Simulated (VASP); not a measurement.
Set up this calculation in VASP 6.6.1, as the native input.

```yaml
Task: single point
Functional: PBEsol
Potentials_or_basis: VASP PAW PBE potentials, release 64 (C)
Cutoff: 600 eV
k_mesh: 13 × 13 × 4
Occupations: methfessel-paxton, width 0.1 eV
Spin: no spin polarisation
Dipole_correction: no
Further_INCAR_settings: ALGO = Normal; EDIFF = 1e-06; NBANDS = 11
```

The structure of C lies in POSCAR:

```
C
1.0
    2.5507296476      0.0000000000      0.0000000000
   -1.2753700163      2.2090012258      0.0000000000
    0.0000000000      0.0000000000      8.8519562451
C
2
Direct
    0.3333333333      0.6666666667      0.0000000000
    0.6666666667      0.3333333333      0.0000000000
```

The input as run:

INCAR

```
SYSTEM = C
ALGO = Normal
EDIFF = 1E-6
ENCUT = 600
GGA = PS
GGA_COMPAT = .FALSE.
ISIF = 2
ISMEAR = 1
LASPH = .TRUE.
LCHARG = .FALSE.
LREAL = .FALSE.
LWAVE = .FALSE.
NBANDS = 11
NELM = 120
PREC = Accurate
SIGMA = 0.1
```

KPOINTS

```
k-points
0
G
  13 13 4
  0 0 0
```

Potentials or basis: VASP PAW PBE potentials, release 64 (C).

Run with:

```bash
$ cat potpaw_PBE.64/C/POTCAR > POTCAR
$ mpirun -np 1 vasp_std > vasp.out
```

Run time: 19 s on 1 thread of AMD EPYC 9R45 96-Core Processor (Zen 5), on a shared host, peak memory 0.15 GiB.
